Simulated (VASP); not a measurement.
# MgS (Fm-3m) in VASP: a series of runs

MgS is run at these levels: r2SCAN; tasks: single point.

Program: VASP 6.6.1. These are calculated values, not measurements. Logs are shortened: lines on timing, memory, paths and dates and some standing lists are left out, and cuts for length are marked.

## Step 1: The cell of the first run

It takes space group Fm-3m (No. 225, cubic). The conventional cell has a = 5.203 Å, b = 5.203 Å, c = 5.203 Å, α = 90.00°, β = 90.00°, γ = 90.00°. Within 3.4 Å of Mg (site symmetry m-3m) lie 6 S at 2.60 Å. S (site symmetry m-3m) has 6 Mg at 2.60 Å within 3.4 Å.

## Step 2: Single point, r2SCAN

POSCAR

```
MgS
1.0
    0.0000000000      2.6015179371      2.6015179371
    2.6015179371      0.0000000000      2.6015179371
    2.6015179371      2.6015179371      0.0000000000
Mg S
1 1
Direct
    0.0000000000      0.0000000000      0.0000000000
    0.5000000000      0.5000000000      0.5000000000
```

INCAR.step1

```
SYSTEM = MgS
ALGO = Normal ; EDIFF = 1E-4
ENCUT = 520 ; GGA = PE
ISMEAR = 0 ; LASPH = .TRUE.
LCHARG = .FALSE. ; LREAL = .FALSE.
LWAVE = .TRUE. ; NBANDS = 11
NELM = 60 ; PREC = Accurate
SIGMA = 0.01
```

INCAR.step2

```
SYSTEM = MgS
ALGO = Normal ; EDIFF = 1E-7
ENCUT = 520 ; ISIF = 2
ISMEAR = 0 ; ISTART = 1
LASPH = .TRUE. ; LCHARG = .TRUE.
LELF = .TRUE. ; LMIXTAU = .TRUE.
LREAL = .FALSE. ; LVHAR = .TRUE.
LWAVE = .FALSE. ; METAGGA = R2SCAN
NBANDS = 11 ; NELM = 60
PREC = Accurate ; SIGMA = 0.01
```

KPOINTS

```
k-points
0
G
  8 8 8
  0 0 0
```

Potentials or basis: VASP PAW PBE potentials, release 64 (Mg, S).

Command:

```console
$ cat potpaw_PBE.64/Mg/POTCAR potpaw_PBE.64/S/POTCAR > POTCAR
$ cp INCAR.step1 INCAR
$ mpirun -np 1 vasp_std > vasp.out
$ cp INCAR.step2 INCAR
$ mpirun -np 1 vasp_std > vasp.out
```

OUTCAR:

```text
SYSTEM = MgS
   EDIFF = 1E-7
   ENCUT = 520
   ISIF = 2
   ISMEAR = 0
   ISTART = 1
   LASPH = .TRUE.
   LREAL = .FALSE.
   METAGGA = R2SCAN
   NELM = 60
   PREC = Accurate

 ion  position               nearest neighbor table
   1  0.000  0.000  0.000-   2 2.60   2 2.60   2 2.60   2 2.60   2 2.60   2 2.60
   2  0.500  0.500  0.500-   1 2.60   1 2.60   1 2.60   1 2.60   1 2.60   1 2.60

  LATTYP: Found a face centered cubic cell.
 ALAT       =     5.2030358742

  Lattice vectors:

 A1 = (   0.0000000000,   2.6015179371,   2.6015179371)
 A2 = (   2.6015179371,   0.0000000000,   2.6015179371)
 A3 = (   2.6015179371,   2.6015179371,   0.0000000000)

Analysis of symmetry for initial positions (statically):
=====================================================================
 Subroutine PRICEL returns:
 Original cell was already a primitive cell.

 Routine SETGRP: Setting up the symmetry group for a
 face centered cubic supercell.

 Subroutine GETGRP returns: Found 48 space group operations
 (whereof 48 operations were pure point group operations)
 out of a pool of 48 trial point group operations.

The static configuration has the point symmetry O_h .

Analysis of symmetry for dynamics (positions and initial velocities):
=====================================================================
 Subroutine PRICEL returns:
 Original cell was already a primitive cell.

 Routine SETGRP: Setting up the symmetry group for a
 face centered cubic supercell.

 Subroutine GETGRP returns: Found 48 space group operations
 (whereof 48 operations were pure point group operations)
 out of a pool of 48 trial point group operations.

The dynamic configuration has the point symmetry O_h .

 Subroutine INISYM returns: Found 48 space group operations
 (whereof 48 operations are pure point group operations),
 and found     1 'primitive' translations

----------------------------------------------------------------------------------------

                                     Primitive cell

  volume of cell :      35.2136

  direct lattice vectors                    reciprocal lattice vectors
     0.000000000  2.601517937  2.601517937    -0.192195484  0.192195484  0.192195484
     2.601517937  0.000000000  2.601517937     0.192195484 -0.192195484  0.192195484
     2.601517937  2.601517937  0.000000000     0.192195484  0.192195484 -0.192195484

  length of vectors
     3.679101949  3.679101949  3.679101949     0.332892344  0.332892344  0.332892344

  position of ions in fractional coordinates (direct lattice)
     0.000000000  0.000000000  0.000000000
[... 81 lines left out ...]
   NSW    =      0    number of steps for IOM
   IBRION =     -1    ionic relax: 0-MD 1-quasi-New 2-CG
   NFREE  =      0    steps in history (QN), initial steepest desc. (CG)
   ISIF   =      2    stress and relaxation
   ISYM   =      2    0-nonsym 1-usesym 2-fastsym
   POTIM  = 0.5000    time-step for ionic-motion
   TEBEG  =    0.0;   TEEND  =   0.0 temperature during run
   PSTRESS=    0.0 pullay stress
   NELECT =       8.0000    total number of electrons
   NUPDOWN=      -1.0000    fix difference up-down
   EMIN   =  10.00;   EMAX   =-10.00  energy-range for DOS
   EFERMI =   0.00;   METHOD = LEGACY
   ISMEAR =     0;   SIGMA  =   0.01  broadening in eV -4-tet -1-fermi 0-gaus
   EFERMI_NEDOS =   21; number of points for ismear=-14 and -15
   IALGO  =     38    algorithm
   IMIX   =      4    mixing-type and parameters
     AMIX     =   0.40;   BMIX     =  1.00
     AMIX_MAG =   1.60;   BMIX_MAG =  1.00
  volume/ion in A,a.u.               =      17.61       118.82
  Fermi-wavevector in a.u.,A,eV,Ry     =   0.998929  1.887702 13.576701  0.997859
  Thomas-Fermi vector in A             =   2.131185
   LORBIT       =      0    0 simple, 1 ext, 2 COOP (PROOUT), +10 PAW based schemes
   METAGGA = R2SCAN    functional components
   LHFCALC =     F    Hartree Fock is set to
   AEXX    =    0.0000 exact exchange contribution
   IVDW    =     0    specifies the selected vdW correction
   LEPSILON=     F    determine dielectric tensor
   LRPA    =     F    only Hartree local field effects (RPA)
 non-spin polarized calculation
 Gauss-broadening in eV      SIGMA  =   0.01
  energy-cutoff  :      520.00
  volume of cell :       35.21
 maximum number of plane-waves:       960
   NGX = 13   NGY = 13   NGZ = 13

 number of electron       8.0000000 magnetization

 Free energy of the ion-electron system (eV)
  ---------------------------------------------------
  ext. energy  EPLUGINS =         0.00000000
  ---------------------------------------------------
  free energy    TOTEN  =       -15.51052746 eV

  energy without entropy =      -15.51052746  energy(sigma->0) =      -15.51052746

 E-fermi :   3.5445     XC(G=0): -10.0906

 val. band max:        3.4942284460   @ k =   0.0000   0.0000   0.0000
 cond. band min:       6.9282771854   @ k =   0.5000   0.5000   0.0000
 fundamental gap:      3.4340487394
 Fermi energy:         3.5445413885

 k-point     1 :       0.0000    0.0000    0.0000
  band No.  band energies     occupation
      1      -9.6895      2.00000
      2       3.4942      2.00000
      3       3.4942      2.00000
      4       3.4942      2.00000
      5       8.1104      0.00000
      6      12.0251      0.00000
      7      12.0251      0.00000
      8      12.0251      0.00000
      9      14.4359      0.00000
     10      14.4359      0.00000
     11      17.0380      0.00000
[... 309 lines left out ...]
 k-point    24 :      -0.3750    0.2500    0.1250
  band No.  band energies     occupation
      1      -8.1545      2.00000
      2      -0.8513      2.00000
      3       1.3292      2.00000
      4       2.3198      2.00000
      5       9.7146      0.00000
      6      10.2698      0.00000
      7      12.5937      0.00000
      8      13.7219      0.00000
      9      16.6171      0.00000
     10      17.8823      0.00000
     11      19.9384      0.00000

 [... further k-points ...]
[... 5 lines left out ...]
  --------------------------------------------------------------------------------------
  -------------------------------------------------------------------------------------
  Total       -0.1025139     -0.1025139     -0.1025139      0.0000000      0.0000000      0.0000000
  in kB       -4.6642620     -4.6642620     -4.6642620      0.0000000      0.0000000      0.0000000
  external PRESSURE =      -4.6642620 kB  Pullay stress =       0.0000000 kB

 VOLUME and BASIS-vectors are now :
 -----------------------------------------------------------------------------
  energy-cutoff  :      520.00
  volume of cell :       35.21
      direct lattice vectors                 reciprocal lattice vectors
     0.000000000  2.601517937  2.601517937    -0.192195484  0.192195484  0.192195484
     2.601517937  0.000000000  2.601517937     0.192195484 -0.192195484  0.192195484
     2.601517937  2.601517937  0.000000000     0.192195484  0.192195484 -0.192195484

 POSITION                                       TOTAL-FORCE (eV/Angst)
 -----------------------------------------------------------------------------------
      0.00000      0.00000      0.00000         0.000000     -0.000000      0.000000
      2.60152      2.60152      2.60152        -0.000000      0.000000     -0.000000
 -----------------------------------------------------------------------------------
    total drift:                                0.000000      0.000000      0.000000

  FREE ENERGIE OF THE ION-ELECTRON SYSTEM (eV)
  ---------------------------------------------------
  free  energy   TOTEN  =       -15.5105274644 eV

  energy  without entropy=      -15.5105274644  energy(sigma->0) =      -15.51052746
```

OUTCAR.step1:

```text
SYSTEM = MgS
   EDIFF = 1E-4
   ENCUT = 520
   GGA = PE
   ISMEAR = 0
   LASPH = .TRUE.
   LREAL = .FALSE.
[... 556 lines left out ...]
      0.00000      0.00000      0.00000        -0.000000     -0.000000     -0.000000
      2.60152      2.60152      2.60152         0.000000      0.000000      0.000000
 -----------------------------------------------------------------------------------
    total drift:                                0.000000      0.000000      0.000000

  FREE ENERGIE OF THE ION-ELECTRON SYSTEM (eV)
  ---------------------------------------------------
  free  energy   TOTEN  =        -8.5018535899 eV

  energy  without entropy=       -8.5018535899  energy(sigma->0) =       -8.50185359
```

OSZICAR.step1:

```text
N       E                     dE             d eps       ncg     rms          rms(c)
DAV:   1     0.208959690916E+02    0.20896E+02   -0.35487E+03   678   0.590E+02
DAV:   2    -0.760610402596E+01   -0.28502E+02   -0.27154E+02   810   0.101E+02
DAV:   3    -0.889984914378E+01   -0.12937E+01   -0.12920E+01   777   0.225E+01
DAV:   4    -0.890726937640E+01   -0.74202E-02   -0.74199E-02   779   0.205E+00
DAV:   5    -0.890733372092E+01   -0.64345E-04   -0.64344E-04   791   0.182E-01    0.441E+00
DAV:   6    -0.854215281726E+01    0.36518E+00   -0.78935E-01   718   0.350E+00    0.346E+00
DAV:   7    -0.850204616149E+01    0.40107E-01   -0.21751E-01   781   0.202E+00    0.227E+00
DAV:   8    -0.850212208693E+01   -0.75925E-04   -0.14569E-02   689   0.734E-01    0.982E-01
DAV:   9    -0.850183789755E+01    0.28419E-03   -0.76006E-04   719   0.159E-01    0.353E-01
DAV:  10    -0.850185358987E+01   -0.15692E-04   -0.23974E-04   654   0.710E-02
   1 F= -.85018536E+01 E0= -.85018536E+01  d E =-.836338E-31
```

Run time: 3.1 min. Hardware: 1 thread of AMD EPYC 7R13, shared host; peak memory 0.14 GiB.

Results:

```
Free energy            : -15.5105 eV
Pressure               : -0.5 GPa
Band gap on the k mesh : 3.43 eV, indirect (least direct gap 4.62 eV)
```

Caveat: the PAW data sets were made with another functional, which shifts forces and pressure a little. A k mesh can miss the band edges.

## Step 3: Single point, r2SCAN

POSCAR is that of step 2.

INCAR.step1

```
  PREC = Accurate
  ENCUT = 520
  ISMEAR = 0
  SIGMA = 0.01
  LREAL = F
  LASPH = T
  NELM = 80
  NBANDS = 11
  GGA = PE
  ALGO = Normal
  EDIFF = 1E-4
  LWAVE = T
  LCHARG = F
```

INCAR.step2

```
  PREC = Accurate
  ENCUT = 520
  EDIFF = 1E-7
  ISMEAR = 0
  SIGMA = 0.01
  LREAL = F
  LASPH = T
  NELM = 80
  ALGO = Normal
  ISIF = 2
  LWAVE = F
  LCHARG = F
  METAGGA = R2SCAN
  LMIXTAU = T
  NBANDS = 11
  ISTART = 1
```

KPOINTS

```
Automatic mesh
0
Gamma
  8 8 8
```

Potentials or basis: VASP PAW PBE potentials, release 64 (Mg, S).

Command:

```console
$ cat potpaw_PBE.64/Mg/POTCAR potpaw_PBE.64/S/POTCAR > POTCAR
$ cp INCAR.step1 INCAR
$ mpirun -np 1 vasp_std > vasp.out
$ cp INCAR.step2 INCAR
$ mpirun -np 1 vasp_std > vasp.out
```

OUTCAR:

```text
PREC = Accurate
   ENCUT = 520
   EDIFF = 1E-7
   ISMEAR = 0
   LREAL = F
   LASPH = T
   NELM = 80
   ISIF = 2
   METAGGA = R2SCAN
   ISTART = 1

 ion  position               nearest neighbor table
   1  0.000  0.000  0.000-   2 2.60   2 2.60   2 2.60   2 2.60   2 2.60   2 2.60
   2  0.500  0.500  0.500-   1 2.60   1 2.60   1 2.60   1 2.60   1 2.60   1 2.60

  LATTYP: Found a face centered cubic cell.
 ALAT       =     5.2030358742

  Lattice vectors:
[... 512 lines left out ...]
      3       1.3292      2.00000
      4       2.3198      2.00000
      5       9.7146      0.00000
      6      10.2698      0.00000
      7      12.5937      0.00000
      8      13.7219      0.00000
      9      16.6171      0.00000
     10      17.8823      0.00000
     11      19.9384      0.00000

 [... further k-points ...]
[... 5 lines left out ...]
  --------------------------------------------------------------------------------------
  -------------------------------------------------------------------------------------
  Total       -0.1025139     -0.1025139     -0.1025139      0.0000000      0.0000000      0.0000000
  in kB       -4.6642620     -4.6642620     -4.6642620      0.0000000      0.0000000      0.0000000
  external PRESSURE =      -4.6642620 kB  Pullay stress =       0.0000000 kB

 VOLUME and BASIS-vectors are now :
 -----------------------------------------------------------------------------
  energy-cutoff  :      520.00
  volume of cell :       35.21
      direct lattice vectors                 reciprocal lattice vectors
     0.000000000  2.601517937  2.601517937    -0.192195484  0.192195484  0.192195484
     2.601517937  0.000000000  2.601517937     0.192195484 -0.192195484  0.192195484
     2.601517937  2.601517937  0.000000000     0.192195484  0.192195484 -0.192195484

 POSITION                                       TOTAL-FORCE (eV/Angst)
 -----------------------------------------------------------------------------------
      0.00000      0.00000      0.00000         0.000000     -0.000000      0.000000
      2.60152      2.60152      2.60152        -0.000000      0.000000     -0.000000
 -----------------------------------------------------------------------------------
    total drift:                                0.000000      0.000000      0.000000

  FREE ENERGIE OF THE ION-ELECTRON SYSTEM (eV)
  ---------------------------------------------------
  free  energy   TOTEN  =       -15.5105274644 eV

  energy  without entropy=      -15.5105274644  energy(sigma->0) =      -15.51052746
```

OSZICAR.step1:

```text
N       E                     dE             d eps       ncg     rms          rms(c)
DAV:   1     0.208959690916E+02    0.20896E+02   -0.35487E+03   678   0.590E+02
DAV:   2    -0.760610402596E+01   -0.28502E+02   -0.27154E+02   810   0.101E+02
DAV:   3    -0.889984914378E+01   -0.12937E+01   -0.12920E+01   777   0.225E+01
DAV:   4    -0.890726937640E+01   -0.74202E-02   -0.74199E-02   779   0.205E+00
DAV:   5    -0.890733372092E+01   -0.64345E-04   -0.64344E-04   791   0.182E-01    0.441E+00
DAV:   6    -0.854215281726E+01    0.36518E+00   -0.78935E-01   718   0.350E+00    0.346E+00
DAV:   7    -0.850204616149E+01    0.40107E-01   -0.21751E-01   781   0.202E+00    0.227E+00
DAV:   8    -0.850212208693E+01   -0.75925E-04   -0.14569E-02   689   0.734E-01    0.982E-01
DAV:   9    -0.850183789755E+01    0.28419E-03   -0.76006E-04   719   0.159E-01    0.353E-01
DAV:  10    -0.850185358987E+01   -0.15692E-04   -0.23974E-04   654   0.710E-02
   1 F= -.85018536E+01 E0= -.85018536E+01  d E =-.836338E-31
```

Wall time 3.2 min (1 thread of AMD EPYC 7R13, shared host); peak memory 0.14 GiB.

What came out:

* Free energy: -15.5105 eV
* Pressure: -0.5 GPa
* Band gap on the k mesh: 3.43 eV, indirect (least direct gap 4.62 eV)

Levels at points of the mesh, in eV from the valence-band top:
```tsv
k point	band 1	band 2	band 3	band 4	band 5	band 6	band 7	band 8
(0.00, 0.00, 0.00)	-13.18	0.00	0.00	0.00	4.62	8.53	8.53	8.53
(0.50, 0.00, 0.00)	-11.85	-4.88	-0.62	-0.62	5.22	7.50	7.50	11.24
(0.50, 0.50, 0.00)	-11.47	-4.27	-1.73	-1.73	3.43	4.93	13.14	13.49
```

Caveat: the PAW data sets were made with another functional, which shifts forces and pressure a little. r2SCAN opens gaps a little over a GGA but as a rule still falls short of measured ones.

## Step 4: Single point, r2SCAN (volume changed by +3%)

POSCAR

```
MgS
1.0
    0.0000000000      2.6272772157      2.6272772157
    2.6272772157      0.0000000000      2.6272772157
    2.6272772157      2.6272772157      0.0000000000
Mg S
1 1
Direct
    0.0000000000      0.0000000000      0.0000000000
    0.5000000000      0.5000000000      0.5000000000
```

INCAR.step1

```
SYSTEM = MgS
PREC     = Accurate       ! precision mode
ENCUT    = 520            ! plane-wave cutoff, eV
ISMEAR   = 0              ! smearing method
SIGMA    = 0.01           ! smearing width, eV
LREAL    = .FALSE.        ! projectors in reciprocal space
LASPH    = .TRUE.         ! aspherical terms in the spheres
NELM     = 100            ! most SCF steps
NBANDS   = 11             ! bands
GGA      = PE             ! functional
ALGO     = Normal         ! electronic algorithm
EDIFF    = 1E-4           ! SCF threshold, eV
LWAVE    = .TRUE.         ! write WAVECAR
LCHARG   = .FALSE.        ! write CHGCAR
```

INCAR.step2

```
SYSTEM = MgS
PREC     = Accurate       ! precision mode
ENCUT    = 520            ! plane-wave cutoff, eV
EDIFF    = 1E-6           ! SCF threshold, eV
ISMEAR   = 0              ! smearing method
SIGMA    = 0.01           ! smearing width, eV
LREAL    = .FALSE.        ! projectors in reciprocal space
LASPH    = .TRUE.         ! aspherical terms in the spheres
NELM     = 100            ! most SCF steps
ALGO     = Normal         ! electronic algorithm
ISIF     = 2              ! what is computed and relaxed
LWAVE    = .FALSE.        ! write WAVECAR
LCHARG   = .FALSE.        ! write CHGCAR
METAGGA  = R2SCAN         ! meta-GGA
LMIXTAU  = .TRUE.       
NBANDS   = 11             ! bands
ISTART   = 1
```

KPOINTS

```
regular mesh
0
G
  8 8 8
  0 0 0
```

Command:

```console
$ cat potpaw_PBE.64/Mg/POTCAR potpaw_PBE.64/S/POTCAR > POTCAR
$ cp INCAR.step1 INCAR
$ mpirun -np 1 vasp_std > vasp.out
$ cp INCAR.step2 INCAR
$ mpirun -np 1 vasp_std > vasp.out
```

Wall time 2.6 min (1 thread of AMD EPYC 7R13, shared host); peak memory 0.14 GiB.

It converged, with:

- Free energy: -15.5002 eV
- Pressure: -2.7 GPa
- Band gap on the k mesh: 3.37 eV, indirect (least direct gap 4.37 eV)

Levels at points of the mesh, in eV from the valence-band top:
| k point | band 1 | band 2 | band 3 | band 4 | band 5 | band 6 | band 7 | band 8 |
| --- | --- | --- | --- | --- | --- | --- | --- | --- |
| (0.00, 0.00, 0.00) | -13.01 | 0.00 | 0.00 | 0.00 | 4.37 | 8.55 | 8.55 | 8.55 |
| (0.50, 0.00, 0.00) | -11.76 | -4.72 | -0.59 | -0.59 | 5.17 | 7.47 | 7.47 | 10.90 |
| (0.50, 0.50, 0.00) | -11.39 | -4.12 | -1.66 | -1.66 | 3.37 | 5.01 | 12.84 | 13.40 |

Caveat: the PAW data sets were made with another functional, which shifts forces and pressure a little. A k mesh can miss the band edges.

## Step 5: Single point, r2SCAN (volume changed by +6%)

POSCAR

```
MgS
1.0
    0.0000000000      2.6525410464      2.6525410464
    2.6525410464      0.0000000000      2.6525410464
    2.6525410464      2.6525410464      0.0000000000
Mg S
1 1
Direct
    0.0000000000      0.0000000000      0.0000000000
    0.5000000000      0.5000000000      0.5000000000
```

INCAR.step1

```
SYSTEM = MgS
PREC = Accurate
ENCUT = 520
ISMEAR = 0
SIGMA = 0.01
LREAL = .False.
LASPH = .True.
NELM = 100
NBANDS = 11
GGA = PE
ALGO = Normal
EDIFF = 1E-4
LWAVE = .True.
LCHARG = .False.
```

INCAR.step2

```
SYSTEM = MgS
PREC = Accurate
ENCUT = 520
EDIFF = 1E-7
ISMEAR = 0
SIGMA = 0.01
LREAL = .False.
LASPH = .True.
NELM = 100
ALGO = Normal
ISIF = 2
LWAVE = .False.
LCHARG = .False.
METAGGA = R2SCAN
LMIXTAU = .True.
NBANDS = 11
ISTART = 1
```

KPOINTS

```
regular mesh
0
Gamma
  8 8 8
  0 0 0
```

Command:

```console
$ cat potpaw_PBE.64/Mg/POTCAR potpaw_PBE.64/S/POTCAR > POTCAR
$ cp INCAR.step1 INCAR
$ mpirun -np 1 vasp_std > vasp.out
$ cp INCAR.step2 INCAR
$ mpirun -np 1 vasp_std > vasp.out
```

Run time: 2.9 min. Hardware: 1 thread of AMD EPYC 7R13, shared host; peak memory 0.14 GiB.

Results (log left out):

```
Free energy            : -15.4764 eV
Pressure               : -4.6 GPa
Band gap on the k mesh : 3.30 eV, indirect (least direct gap 4.14 eV)
```

Levels at points of the mesh, in eV from the valence-band top:
| k point | band 1 | band 2 | band 3 | band 4 | band 5 | band 6 | band 7 | band 8 |
| --- | --- | --- | --- | --- | --- | --- | --- | --- |
| (0.00, 0.00, 0.00) | -12.86 | 0.00 | 0.00 | 0.00 | 4.14 | 8.56 | 8.56 | 8.56 |
| (0.50, 0.00, 0.00) | -11.67 | -4.57 | -0.55 | -0.55 | 5.12 | 7.43 | 7.43 | 10.57 |
| (0.50, 0.50, 0.00) | -11.33 | -3.97 | -1.60 | -1.60 | 3.30 | 5.09 | 12.54 | 13.31 |

Caveat: the PAW data sets were made with another functional, which shifts forces and pressure a little.

## Step 6: The runs side by side

| cell | gap on the mesh (eV) | pressure (GPa) |
| --- | --- | --- |
| a = 3.679 Å, angles 60.0°, 2 atoms | 3.43 | -0.5 |
| a = 3.716 Å, angles 60.0°, 2 atoms | 3.37 | -2.7 |
| a = 3.751 Å, angles 60.0°, 2 atoms | 3.30 | -4.6 |

Alike in all rows: task single point; level r2SCAN; potentials or basis VASP PAW PBE potentials, release 64 (Mg, S); no spin polarisation; k mesh 8 × 8 × 8; cutoff (eV) 520; smearing gaussian 0.01 eV.

Caveats: the PAW data sets were made with another functional, which shifts forces and pressure a little.

Absolute energies hang on the potentials; compare differences alone.
